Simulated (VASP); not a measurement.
# SnTe (P6_3/mmc) in VASP: relaxation of cell and atoms with PBE

Aim: the relaxation of cell and atoms of SnTe with PBE.

Program: VASP 6.6.1. These are calculated values, not measurements. Logs are shortened: lines on timing, memory, paths and dates and some standing lists are left out, and cuts for length are marked.

### 1 The cell of the first run

Symmetry: P6_3/mmc, No. 194, hexagonal system. The conventional cell has a = 4.444 Å, b = 4.444 Å, c = 7.858 Å, α = 90.00°, β = 90.00°, γ = 120.00°. Within 4.5 Å of Sn (site symmetry -3m) lie 6 Te at 3.23 Å and 8 Sn at 3.93 to 4.44 Å. Te (site symmetry -6m2) has 6 Sn at 3.23 Å and 6 Te at 4.44 Å within 4.5 Å.

The cell was generated, and may not be a known phase.

### 2 Relaxation of cell and atoms, PBE

Input file INCAR:

```
SYSTEM = SnTe
  PREC = Accurate
  ENCUT = 600
  EDIFF = 1E-6
  ISMEAR = 0
  SIGMA = 0.1
  LREAL = .FALSE.
  LASPH = .TRUE.
  NELM = 80
  ALGO = Normal
  ISIF = 3
  LWAVE = .FALSE.
  LCHARG = .FALSE.
  GGA = PE
  IBRION = 2
  NSW = 100
  EDIFFG = -0.01
```

Input file KPOINTS:

```
regular mesh
0
G
  12 12 6
  0 0 0
```

Input file POSCAR:

```
SnTe
1.0
    4.4440256000      0.0000000000      0.0000000000
   -2.2220128000      3.8486391000      0.0000000000
    0.0000000000      0.0000000000      7.8577987000
Sn Te
2 2
Direct
    0.0000000000      0.0000000000      0.0000000000
    0.0000000000      0.0000000000      0.5000000000
    0.3333333000      0.6666667000      0.2500000000
    0.6666667000      0.3333333000      0.7500000000
```

Potentials or basis: VASP PAW PBE potentials, release 64 (Sn_d, Te).

Command:

```sh
cat potpaw_PBE.64/Sn_d/POTCAR potpaw_PBE.64/Te/POTCAR > POTCAR
mpirun -np 1 vasp_std > vasp.out
```

OUTCAR:

```text
SYSTEM = SnTe
   PREC = Accurate
   ENCUT = 600
   EDIFF = 1E-6
   ISMEAR = 0
   LREAL = .FALSE.
   LASPH = .TRUE.
   NELM = 80
   ISIF = 3
   GGA = PE
   IBRION = 2
   NSW = 100
   EDIFFG = -0.01

 ion  position               nearest neighbor table
   1  0.000  0.000  0.000-   3 3.23   4 3.23   4 3.23   3 3.23   4 3.23   3 3.23
   2  0.000  0.000  0.500-   3 3.23   4 3.23   4 3.23   3 3.23   4 3.23   3 3.23
   3  0.333  0.667  0.250-   1 3.23   2 3.23   1 3.23   2 3.23   1 3.23   2 3.23
   4  0.667  0.333  0.750-   1 3.23   2 3.23   1 3.23   2 3.23   1 3.23   2 3.23

  LATTYP: Found a hexagonal cell.
 ALAT       =     4.4440256000
 C/A-ratio  =     1.7681713400

  Lattice vectors:

 A1 = (   4.4440256000,   0.0000000000,   0.0000000000)
 A2 = (  -2.2220128000,   3.8486391000,   0.0000000000)
 A3 = (   0.0000000000,   0.0000000000,   7.8577987000)

Analysis of symmetry for initial positions (statically):
=====================================================================
 Subroutine PRICEL returns:
 Original cell was already a primitive cell.

 Routine SETGRP: Setting up the symmetry group for a
 hexagonal supercell.

 Subroutine GETGRP returns: Found 24 space group operations
 (whereof 12 operations were pure point group operations)
 out of a pool of 24 trial point group operations.

The static configuration has the point symmetry D_3d.
 The point group associated with its full space group is D_6h.

Analysis of symmetry for dynamics (positions and initial velocities):
=====================================================================
 Subroutine PRICEL returns:
 Original cell was already a primitive cell.

 Routine SETGRP: Setting up the symmetry group for a
 hexagonal supercell.

 Subroutine GETGRP returns: Found 24 space group operations
 (whereof 12 operations were pure point group operations)
 out of a pool of 24 trial point group operations.

The dynamic configuration has the point symmetry D_3d.
 The point group associated with its full space group is D_6h.

 Subroutine INISYM returns: Found 24 space group operations
 (whereof 12 operations are pure point group operations),
 and found     1 'primitive' translations

----------------------------------------------------------------------------------------

                                     Primitive cell

  volume of cell :     134.3955

  direct lattice vectors                    reciprocal lattice vectors
     4.444025600  0.000000000  0.000000000     0.225021206  0.129916053  0.000000000
    -2.222012800  3.848639100  0.000000000     0.000000000  0.259832105  0.000000000
     0.000000000  0.000000000  7.857798700     0.000000000  0.000000000  0.127262105

  length of vectors
     4.444025600  4.444025631  7.857798700     0.259832107  0.259832105  0.127262105

  position of ions in fractional coordinates (direct lattice)
     0.000000000  0.000000000  0.000000000
     0.000000000  0.000000000  0.500000000
     0.333333300  0.666666700  0.250000000
     0.666666700  0.333333300  0.750000000

  ion indices of the primitive-cell ions
   primitive index   ion index
                 1           1
                 2           2
                 3           3
                 4           4

----------------------------------------------------------------------------------------

 KPOINTS: regular mesh

Automatic generation of k-mesh.
 Grid dimensions read from file:
 generate k-points for:   12   12    6

 Generating k-lattice:

  Cartesian coordinates                     Fractional coordinates (reciprocal lattice)
     0.018751767  0.010826338  0.000000000     0.083333333  0.000000000  0.000000000
     0.000000000  0.021652675  0.000000000     0.000000000  0.083333333  0.000000000
     0.000000000  0.000000000  0.021210351     0.000000000  0.000000000  0.166666667

  Length of vectors
     0.021652676  0.021652675  0.021210351

  Shift w.r.t. Gamma in fractional coordinates (k-lattice)
     0.000000000  0.000000000  0.000000000

 Subroutine IBZKPT returns following result:
 ===========================================

 Found     76 irreducible k-points:

 Following reciprocal coordinates:
            Coordinates               Weight
  0.000000  0.000000  0.000000      1.000000
  0.083333 -0.000000  0.000000      6.000000
  0.166667  0.000000  0.000000      6.000000
  0.250000  0.000000  0.000000      6.000000
  0.333333  0.000000  0.000000      6.000000
  0.416667  0.000000  0.000000      6.000000
[... 16 lines left out ...]
  0.250000  0.000000  0.166667     12.000000
  0.333333  0.000000  0.166667     12.000000
 [... further k-points ...]
   k-points           NKPTS =     76   k-points in BZ     NKDIM =     76   number of bands    NBANDS=     24
   number of dos      NEDOS =    301   number of ions     NIONS =      4
   total plane-waves  NPLWV =  82944
   dimension x,y,z NGX =    36 NGY =   36 NGZ =   64
   dimension x,y,z NGXF=    72 NGYF=   72 NGZF=  128
   ions per type =               2   2
   NGX,Y,Z   is equivalent  to a cutoff of  13.47, 13.47, 13.54 a.u.
   NGXF,Y,Z  is equivalent  to a cutoff of  26.93, 26.93, 27.08 a.u.
 SYSTEM =  SnTe
   PREC   = accura    normal or accurate (medium, high low for compatibility)
   ISTART =      0    job   : 0-new  1-cont  2-samecut
   ICHARG =      2    charge: 1-file 2-atom 10-const
   ISPIN  =      1    spin polarized calculation?
   LNONCOLLINEAR =      F non collinear calculations
   LSORBIT =      F    spin-orbit coupling
   LASPH  =      T    aspherical Exc in radial PAW
   ENCUT  =  600.0 eV  44.10 Ry    6.64 a.u.   8.88  8.88 15.69*2*pi/ulx,y,z
   NELM   =     80;   NELMIN=  2; NELMDL= -5     # of ELM steps
   EDIFF  = 0.1E-05   stopping-criterion for ELM
   LREAL  =      F    real-space projection
   EDIFFG = -.1E-01   stopping-criterion for IOM
   NSW    =    100    number of steps for IOM
   IBRION =      2    ionic relax: 0-MD 1-quasi-New 2-CG
   NFREE  =      1    steps in history (QN), initial steepest desc. (CG)
   ISIF   =      3    stress and relaxation
   ISYM   =      2    0-nonsym 1-usesym 2-fastsym
   POTIM  = 0.5000    time-step for ionic-motion
   TEBEG  =    0.0;   TEEND  =   0.0 temperature during run
   PSTRESS=    0.0 pullay stress
   NELECT =      40.0000    total number of electrons
   NUPDOWN=      -1.0000    fix difference up-down
   EMIN   =  10.00;   EMAX   =-10.00  energy-range for DOS
   EFERMI =   0.00;   METHOD = LEGACY
   ISMEAR =     0;   SIGMA  =   0.10  broadening in eV -4-tet -1-fermi 0-gaus
   EFERMI_NEDOS =   21; number of points for ismear=-14 and -15
   IALGO  =     38    algorithm
   IMIX   =      4    mixing-type and parameters
     AMIX     =   0.40;   BMIX     =  1.00
     AMIX_MAG =   1.60;   BMIX_MAG =  1.00
  volume/ion in A,a.u.               =      33.60       226.74
  Fermi-wavevector in a.u.,A,eV,Ry     =   1.093033  2.065533 16.255169  1.194721
  Thomas-Fermi vector in A             =   2.229310
   LORBIT       =      0    0 simple, 1 ext, 2 COOP (PROOUT), +10 PAW based schemes
   GGA     = PE    functional components
   LHFCALC =     F    Hartree Fock is set to
   AEXX    =    0.0000 exact exchange contribution
   IVDW    =     0    specifies the selected vdW correction
   LEPSILON=     F    determine dielectric tensor
   LRPA    =     F    only Hartree local field effects (RPA)
 conjugate gradient relaxation of ions
 non-spin polarized calculation
 Gauss-broadening in eV      SIGMA  =   0.10
  energy-cutoff  :      600.00
  volume of cell :      134.40
 maximum number of plane-waves:      4521
 NGX is ok and might be reduce to    36
   NGX = 17   NGY = 17   NGZ = 31

--------------------------------------- Ionic step        1  -------------------------------------------

 number of electron      40.0000000 magnetization

 Free energy of the ion-electron system (eV)
  ---------------------------------------------------
  ext. energy  EPLUGINS =         0.00000000
  ---------------------------------------------------
  free energy    TOTEN  =       -14.92562411 eV

  energy without entropy =      -14.92348356  energy(sigma->0) =      -14.92455384

------------------------ aborting loop because EDIFF is reached ----------------------------------------

  FORCE on cell =-STRESS in cart. coord.  units (eV):
  Direction    XX          YY          ZZ          XY          YZ          ZX
  --------------------------------------------------------------------------------------
  -------------------------------------------------------------------------------------
  Total       -0.0466683     -0.0466683     -0.0037834      0.0000000     -0.0000000      0.0000000
  in kB       -0.5563498     -0.5563498     -0.0451031      0.0000000     -0.0000000      0.0000000
  external PRESSURE =      -0.3859343 kB  Pullay stress =       0.0000000 kB
[... 61 lines left out ...]
  energy  without entropy=      -14.9234582560  energy(sigma->0) =      -14.92455692

--------------------------------------- Ionic step        3  -------------------------------------------

 number of electron      39.9999999 magnetization

 Free energy of the ion-electron system (eV)
  ---------------------------------------------------
  ext. energy  EPLUGINS =         0.00000000
  ---------------------------------------------------
  free energy    TOTEN  =       -14.92565558 eV

  energy without entropy =      -14.92346166  energy(sigma->0) =      -14.92455862

 E-fermi :   6.1920     XC(G=0):  -9.1695

 val. band max:        6.1399548187   @ k =   0.4167   0.0000   0.0000
 cond. band min:       6.2736316828   @ k =   0.3333   0.2500   0.5000
 fundamental gap:      0.1336768642
 Fermi energy:         6.1920292072

 k-point     1 :       0.0000    0.0000    0.0000
  band No.  band energies     occupation
      1     -15.7825      2.00000
      2     -15.7780      2.00000
      3     -15.7780      2.00000
      4     -15.7747      2.00000
      5     -15.7747      2.00000
      6     -15.7689      2.00000
[... 637 lines left out ...]
     23       7.8874      0.00000
     24       8.9695      0.00000

 [... further k-points ...]

------------------------ aborting loop because EDIFF is reached ----------------------------------------

  FORCE on cell =-STRESS in cart. coord.  units (eV):
  Direction    XX          YY          ZZ          XY          YZ          ZX
  --------------------------------------------------------------------------------------
  -------------------------------------------------------------------------------------
  Total       -0.0149357     -0.0149357      0.0235042      0.0000000      0.0000000      0.0000000
  in kB       -0.1782480     -0.1782480      0.2805072      0.0000000      0.0000000      0.0000000
  external PRESSURE =      -0.0253296 kB  Pullay stress =       0.0000000 kB
[... 19 lines left out ...]
  FREE ENERGIE OF THE ION-ELECTRON SYSTEM (eV)
  ---------------------------------------------------
  free  energy   TOTEN  =       -14.9256555792 eV

  energy  without entropy=      -14.9234616627  energy(sigma->0) =      -14.92455862

 reached required accuracy - stopping structural energy minimisation
```

It took 11 min on 1 thread of AMD EPYC 7R13, shared host; peak memory 0.45 GiB.

Results:

- Free energy: -14.9257 eV
- Relaxed volume: 33.56 Å³/atom
- Relaxed cell: a = 4.442 Å, b = 4.442 Å, c = 7.857 Å, α = 90.00°, β = 90.00°, γ = 120.00°
- Space group after relaxing (to 0.1 Å): P6_3/mmc (No. 194)
- Energy gained by relaxing: 0.0 meV/atom
- Ionic steps: 3
- Pressure after relaxing: 0.0 GPa
- Band gap on the k mesh: zero (bands 20 and 21 overlap by 0.59 eV)

Final structure:
```xyz
4
Lattice="4.4417 0.0000 0.0000 -2.2209 3.8466 0.0000 0.0000 0.0000 7.8575" Properties=species:S:1:pos:R:3 pbc="T T T"
Sn    0.0000    0.0000    0.0000
Sn    0.0000    0.0000    3.9287
Te    0.0000    2.5644    1.9644
Te    2.2209    1.2822    5.8931
```

Caveat: semilocal functionals underestimate gaps, and a narrow one can read as zero; spin-orbit coupling is left out, which moves the levels of the heavy elements.

The gap in the log of VASP goes by the Fermi energy; the results here count the filled bands.